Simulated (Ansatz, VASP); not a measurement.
**Two plane-wave programs on SrRu3**

Contents of INCAR:

```
SYSTEM = SrRu3
PREC = Accurate
ENCUT = 520
EDIFF = 1E-7
ISMEAR = 0
SIGMA = 0.05
LREAL = .FALSE.
LASPH = .TRUE.
NELM = 80
ALGO = Normal
ISIF = 2
LWAVE = .FALSE.
LCHARG = .FALSE.
GGA = PS
NBANDS = 34
```

KPOINTS

```
Automatic mesh
0
G
  8 8 8
  0 0 0
```

Contents of POSCAR:

```
SrRu3
1.0
    4.0558937728      0.0000000000      0.0000000000
    0.0000000000      4.0558937728      0.0000000000
    0.0000000000      0.0000000000      4.0558937728
Sr Ru
1 3
Direct
    0.0000000000      0.0000000000      0.0000000000
    0.0000000000      0.5000000000      0.5000000000
    0.5000000000      0.5000000000      0.0000000000
    0.5000000000      0.0000000000      0.5000000000
```

Input for Ansatz:

```yaml
crystal:
  lattice:
    - [4.0558937728, 0.0, 0.0]
    - [0.0, 4.0558937728, 0.0]
    - [0.0, 0.0, 4.0558937728]
  atoms:
    - { symbol: Sr, position: [0.0, 0.0, 0.0] }
    - { symbol: Ru, position: [0.0, 0.5, 0.5] }
    - { symbol: Ru, position: [0.5, 0.5, 0.0] }
    - { symbol: Ru, position: [0.5, 0.0, 0.5] }
basis:
  ecutwfc: 420
  ecutrho_ratio: 4
kpoints:
  mp_grid: { grid: [8, 8, 8] }
hamiltonian:
  xc: pbesol
scf:
  occupations: { method: gaussian, width: 0.05 }
output:
  forces: true
  stress: true
  eigenvalues: true
```

Alike in both runs: task single point; functional PBEsol; k mesh 8 × 8 × 8; occupations gaussian, width 0.05 eV; no spin polarisation.

|  | VASP | Ansatz |
| --- | --- | --- |
| version | VASP 6.6.1 | Ansatz 0.2.0 |
| potentials or method | VASP PAW PBE potentials, release 64 (Sr_sv, Ru_pv), cutoff 520 eV | scalar-relativistic, plane waves, PAW |
| valence electrons in the cell | 52 | 58 |

```tsv
	VASP	Ansatz	Ansatz less VASP
pressure (GPa)	0.7	0.0	-0.68
```

VASP's potentials were made for PBE, not for PBEsol. With one functional, cell and mesh, what is left measures potentials, basis and numerics. VASP's potentials hold 52 valence electrons a cell and Ansatz's 58, so a difference there can come from the potentials and not from the codes.
